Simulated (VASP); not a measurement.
A run of VASP 6.6.1:

Contents of POSCAR:

```
CuWO4
1.0
    4.6903840000      0.0000000000      0.0000000000
    0.7306030000      5.7752030000      0.0000000000
   -0.2072140000     -0.1133450000      4.8616250000
Cu W O
2 2 8
Direct
    0.4962000000      0.6621000000      0.2362000000
    0.5038000000      0.3379000000      0.7638000000
    0.0166000000      0.1745000000      0.2670000000
    0.9834000000      0.8255000000      0.7330000000
    0.2481000000      0.3556000000      0.4171000000
    0.7519000000      0.6444000000      0.5829000000
    0.2243000000      0.8769000000      0.4324000000
    0.7757000000      0.1231000000      0.5676000000
    0.7293000000      0.3859000000      0.0956000000
    0.2707000000      0.6141000000      0.9044000000
    0.7845000000      0.9036000000      0.0512000000
    0.2155000000      0.0964000000      0.9488000000
```

Contents of INCAR.step1:

```
PREC = Accurate
ENCUT = 520
ISMEAR = -1
SIGMA = 0.1
LREAL = False
LASPH = True
NELM = 100
NBANDS = 61
GGA = PE
ALGO = Normal
EDIFF = 1E-4
LWAVE = True
LCHARG = False
```

File INCAR.step2:

```
PREC = Accurate
ENCUT = 520
EDIFF = 1E-7
ISMEAR = -1
SIGMA = 0.1
LREAL = False
LASPH = True
NELM = 100
ALGO = Normal
ISIF = 2
LWAVE = False
LCHARG = False
METAGGA = R2SCAN
LMIXTAU = True
NBANDS = 61
ISTART = 1
```

File KPOINTS:

```
Automatic mesh
0
Gamma
  4 3 4
  0.5 0 0.5
```

Potentials or basis: VASP PAW PBE potentials, release 64 (Cu, W_sv, O).

Command:

```bash
$ cat potpaw_PBE.64/Cu/POTCAR potpaw_PBE.64/W_sv/POTCAR potpaw_PBE.64/O/POTCAR > POTCAR
$ cp INCAR.step1 INCAR
$ mpirun -np 1 vasp_std > vasp.out
$ cp INCAR.step2 INCAR
$ mpirun -np 1 vasp_std > vasp.out
```

Hardware: 1 thread of Intel(R) Xeon(R) Platinum 8259CL CPU @ 2.50GHz (Skylake/Cascade Lake), on a shared host.

How long does it take, and how much memory?

Wall time 12 min on 1 thread of Intel(R) Xeon(R) Platinum 8259CL CPU @ 2.50GHz (Skylake/Cascade Lake), on a shared host, peak memory 0.35 GiB. Counts: k points 24.
